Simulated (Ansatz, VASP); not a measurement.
# Ge3Pd: VASP beside Ansatz

The input INCAR:

```
SYSTEM = Ge3Pd
ALGO = Normal ; EDIFF = 1E-6
ENCUT = 540 ; GGA = PS
GGA_COMPAT = .False. ; ISIF = 2
ISMEAR = -1 ; LASPH = .True.
LCHARG = .True. ; LDAU = .True.
LDAUJ = 0 0 ; LDAUL = 2 -1
LDAUPRINT = 1 ; LDAUTYPE = 2
LDAUU = 4 0 ; LELF = .True.
LMAXMIX = 4 ; LREAL = .False.
LVHAR = .True. ; LWAVE = .False.
NBANDS = 38 ; NELM = 200
PREC = Accurate ; SIGMA = 0.05
```

File KPOINTS:

```
k-points
0
Gamma
  7 7 7
  0 0 0
```

Contents of POSCAR:

```
Ge3Pd
1.0
    4.1420230000      0.0000000000      0.0000000000
    0.0000000000      4.1420230000      0.0000000000
    0.0000000000      0.0000000000      4.1420230000
Pd Ge
1 3
Direct
    0.0000000000      0.0000000000      0.0000000000
    0.5000000000      0.5000000000      0.0000000000
    0.5000000000      0.0000000000      0.5000000000
    0.0000000000      0.5000000000      0.5000000000
```

input.yaml

```yaml
crystal:
  lattice:
    - [4.142023, 0.0, 0.0]
    - [0.0, 4.142023, 0.0]
    - [0.0, 0.0, 4.142023]
  atoms:
    - { symbol: Pd, position: [0.0, 0.0, 0.0] }
    - { symbol: Ge, position: [0.5, 0.5, 0.0] }
    - { symbol: Ge, position: [0.5, 0.0, 0.5] }
    - { symbol: Ge, position: [0.0, 0.5, 0.5] }
hamiltonian:
  xc: pbesol
  pseudopotentials: { kind: paw }
  hubbard: { sites: [{ species: Pd, l: d, u_eff: 4.0 }] }
kpoints:
  mp_grid: { grid: [7, 7, 7] }
  band_path:
    path:
      - [[0.0, 0.0, 0.0], [0.0, 0.5, 0.0], [0.5, 0.5, 0.0], [0.0, 0.0, 0.0], [0.5, 0.5, 0.5], [0.0, 0.5, 0.0]]
      - [[0.5, 0.5, 0.0], [0.5, 0.5, 0.5]]
    npoints: 14
scf:
  occupations: { method: fermi_dirac, width: 0.05 }
  n_extra_bands: 10
output:
  forces: true
  stress: true
  eigenvalues: true
  fatbands: true
```

Alike in both runs: functional PBEsol; k mesh 7 × 7 × 7; occupations fermi-dirac, width 0.05 eV; no spin polarisation; Hubbard terms Pd d U = 4.0 eV.

|  | VASP | Ansatz |
| --- | --- | --- |
| version | VASP 6.6.1 | Ansatz 0.2.0 |
| potentials or method | VASP PAW PBE potentials, release 64 (Pd_sv_GW, Ge_d) | Ansatz PAW |
| plane-wave cutoff (eV) | 540 | 420 |
| valence electrons in the cell | 60 | 60 |
| task | single point | band structure |

|  | VASP | Ansatz | Ansatz less VASP |
| --- | --- | --- | --- |
| gap on the k mesh at the Fermi level (eV) | none | none | - |
| pressure (GPa) | -5.1 | -3.9 | +1.18 |

VASP's potentials were made for PBE, not for PBEsol. The programs project onto different local orbitals, so the same U acts differently, and such runs can settle in different states. A gap of «none» marks a metal or a gap that the smearing closes.
